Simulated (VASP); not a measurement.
Input of a VASP 6.6.1 run:

INCAR

```
SYSTEM = BaTiO3
PREC = Accurate ; ENCUT = 520
EDIFF = 1E-6 ; ISMEAR = -1
SIGMA = 0.05 ; LREAL = .False.
LASPH = .True. ; NELM = 150
ALGO = Normal ; ISIF = 2
LWAVE = .False. ; LCHARG = .True.
LMAXMIX = 4 ; LDAU = .True.
LDAUTYPE = 2 ; LDAUL = -1 2 -1
LDAUU = 0 8 0 ; LDAUJ = 0 0 0
LDAUPRINT = 1 ; GGA = PE
LELF = .True. ; LVHAR = .True.
NBANDS = 28
```

Contents of KPOINTS:

```
Automatic mesh
0
Gamma
  7 7 7
  0 0 0
```

POSCAR

```
BaTiO3
1.0
    2.8276681600      1.6325549700      2.3177316100
   -2.8276681600      1.6325549700      2.3177316100
    0.0000000000     -3.2651099400      2.3177316100
Ba Ti O
1 1 3
Direct
    0.0334731600      0.9884685300      0.0018377600
    0.5061032600      0.5274847800      0.5372321600
    0.4862471500      0.4971470800      0.9711514600
    0.4740898700      0.9864150100      0.4720123700
    0.9787865600      0.4791845900      0.4964662400
```

Potentials or basis: VASP PAW PBE potentials, release 64 (Ba_sv, Ti_sv, O).

The run is started by

```sh
$ cat potpaw_PBE.64/Ba_sv/POTCAR potpaw_PBE.64/Ti_sv/POTCAR potpaw_PBE.64/O/POTCAR > POTCAR
$ mpirun -np 1 vasp_std > vasp.out
```

Task: Predict the largest force.

Result: 4.824 eV/Å.

Task: What does it give for the pressure?

Result: 19.4 GPa.

Task: What does it give for the band gap on the k mesh?

Result: 3.68 eV (least direct gap 4.18 eV).

Eigenvalues of the final occupation matrices:
```
    site  spin  trace               eigenvalues
site 2 d     1   0.81  0.09 0.10 0.11 0.23 0.28
site 2 d     2   0.81  0.09 0.10 0.11 0.23 0.28
```

Caveat: the stress differs along the axes, from 17 to 23 GPa; spin-orbit coupling is left out, which moves the levels of the heavy elements; forces of over 1 eV/Å act on the atoms, so gaps and moduli don't describe the material at rest. A k mesh can miss the band edges.
